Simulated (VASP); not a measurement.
Write the native input for VASP 6.6.1 that does the following.

```
Task                   : single point
Functional             : PBE
Potentials or basis    : VASP PAW PBE potentials, release 64 (Mg, O)
Cutoff                 : 600 eV
k mesh                 : 8 × 8 × 8
Occupations            : gaussian, width 0.01 eV
Spin                   : no spin polarisation
Dipole correction      : no
Further INCAR settings : ALGO = Normal; EDIFF = 1e-06; NBANDS = 11
```

The structure of MgO (Periclase) lies in POSCAR:

```
MgO
1.0
    0.0000000000      2.1896747628      2.1896747628
    2.1896747628      0.0000000000      2.1896747628
    2.1896747628      2.1896747628      0.0000000000
Mg O
1 1
Direct
    0.0000000000      0.0000000000      0.0000000000
    0.5000000000      0.5000000000      0.5000000000
```

The input as run:

INCAR

```
PREC = Accurate
ENCUT = 600
EDIFF = 1E-6
ISMEAR = 0
SIGMA = 0.01
LREAL = F
LASPH = T
NELM = 120
ALGO = Normal
ISIF = 2
LWAVE = F
LCHARG = F
GGA = PE
NBANDS = 11
GGA_COMPAT = F
```

KPOINTS

```
Automatic mesh
0
Gamma
  8 8 8
```

Potentials or basis: VASP PAW PBE potentials, release 64 (Mg, O).

Command:

```bash
$ cat potpaw_PBE.64/Mg/POTCAR potpaw_PBE.64/O/POTCAR > POTCAR
$ mpirun -np 1 vasp_std > vasp.out
```

Results of the run:

* Pressure: -11.8 GPa
* Band gap on the k mesh: 3.67 eV, direct

Run time: 9.1 s on 1 thread of AMD EPYC 7R13 Processor (Zen 3), on a shared host, peak memory 0.13 GiB.
